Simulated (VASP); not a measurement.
Input of a VASP 6.6.1 run:

Contents of INCAR:

```
SYSTEM = TiHg3Sb2
PREC = Accurate
ENCUT = 600
EDIFF = 1E-6
ISMEAR = 0
SIGMA = 0.1
LREAL = .False.
LASPH = .True.
NELM = 100
ALGO = Normal
ISIF = 3
LWAVE = .False.
LCHARG = .False.
GGA = PE
IBRION = 2
NSW = 90
EDIFFG = -0.04
```

Contents of KPOINTS:

```
regular mesh
0
Gamma
  4 4 2
  0 0 0
```

Contents of POSCAR:

```
TiHg3Sb2
1.0
    4.0236835700      0.0000000000      0.0000000000
    0.0000000000      4.0236835700      0.0000000000
    0.0000000000      0.0000000000      8.5422250000
Ti Hg Sb
1 3 2
Direct
    0.0000000000      0.0000000000      0.6251500200
    0.5000000000      0.0000000000      0.9985610200
    0.0000000000      0.5000000000      0.9985610200
    0.5000000000      0.5000000000      0.3788870000
    0.5000000000      0.5000000000      0.7286009800
    0.0000000000      0.0000000000      0.2702390000
```

Potentials or basis: VASP PAW PBE potentials, release 64 (Ti_sv, Hg, Sb).

Command:

```sh
$ cat potpaw_PBE.64/Ti_sv/POTCAR potpaw_PBE.64/Hg/POTCAR potpaw_PBE.64/Sb/POTCAR > POTCAR
$ mpirun -np 1 vasp_std > vasp.out
```

Task: Predict the space group after relaxing (to 0.1 Å).

Result: P4mm (No. 99).

Task: Estimate the band gap on the k mesh.

Result: Zero (bands 29 and 30 overlap by 1.16 eV).

Task: What does it give for the relaxed cell?

Result: a = 4.052 Å, b = 4.052 Å, c = 10.055 Å, α = 90.00°, β = 90.00°, γ = 90.00°.

Stress tensor (GPa, compression positive):
```
 0.07  0.00  0.00
 0.00  0.07  0.00
 0.00  0.00 -0.07
```

Caveat: the k points lie up to 0.39 Å⁻¹ apart in the final cell, too coarse for converged energies and pressures of a metal; spin-orbit coupling is left out, which moves the levels of the heavy elements.
